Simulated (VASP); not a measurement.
A run of VASP 6.6.1 is set up as follows.

INCAR

```
  PREC = Accurate
  ENCUT = 600
  EDIFF = 1E-6
  ISMEAR = -1
  SIGMA = 0.05
  LREAL = False
  LASPH = True
  NELM = 80
  ALGO = Normal
  ISIF = 3
  LWAVE = False
  LCHARG = False
  GGA = PS
  IVDW = 12
  IBRION = 2
  NSW = 60
  EDIFFG = -0.01
```

Contents of KPOINTS:

```
regular mesh
0
Gamma
  10 10 6
```

The input POSCAR:

```
AlN
1.0
    3.1130000000      0.0000000000      0.0000000000
   -1.5565000000      2.6959370820      0.0000000000
    0.0000000000      0.0000000000      4.9810000000
Al N
2 2
Direct
    0.6666666667      0.3333333333      0.5000000000
    0.3333333333      0.6666666667      0.0000000000
    0.6666666667      0.3333333333      0.8800000000
    0.3333333333      0.6666666667      0.3800000000
```

Potentials or basis: VASP PAW PBE potentials, release 64 (Al, N).

The run is started by

```console
$ cat potpaw_PBE.64/Al/POTCAR potpaw_PBE.64/N/POTCAR > POTCAR
$ mpirun -np 1 vasp_std > vasp.out
```

(1) Estimate the relaxed cell.

(2) What does it give for the space group after relaxing (to 0.05 Å)?

(3) Predict the band gap on the k mesh.

Answers

(1) a = 3.096 Å, b = 3.096 Å, c = 4.949 Å, α = 90.00°, β = 90.00°, γ = 120.00°.

(2) P6_3mc (No. 186).

(3) 4.26 eV, direct.
